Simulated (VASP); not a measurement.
A run of VASP 6.6.1 is set up as follows.

INCAR

```
ALGO = Normal
EDIFF = 1E-6
EDIFFG = -0.002
ENCUT = 520
IBRION = 2
ISIF = 2
ISMEAR = 0
LASPH = T
LCHARG = F
LREAL = F
LWAVE = F
NELM = 60
NSW = 60
PREC = Accurate
SIGMA = 0.02
```

File KPOINTS:

```
k-points
0
Gamma
  10 10 10
```

File POSCAR:

```
MgO
1.0
    0.0000000000      2.1037650585      2.1037650585
    2.1037650585      0.0000000000      2.1037650585
    2.1037650585      2.1037650585      0.0000000000
Mg O
1 1
Direct
    0.0000000000      0.0000000000      0.0000000000
    0.5000000000      0.5000000000      0.5000000000
```

Potentials or basis: VASP PAW LDA potentials, release 64 (Mg, O).

The run is started by

```sh
$ cat potpaw_LDA.64/Mg/POTCAR potpaw_LDA.64/O/POTCAR > POTCAR
$ mpirun -np 1 vasp_std > vasp.out
```

(1) Estimate the band gap on the k mesh.

Answers

(1) 4.69 eV, direct.

Caveat: the cell differs from its parent crystal (strained cell); the relaxation stopped at its first step, so nothing moved.
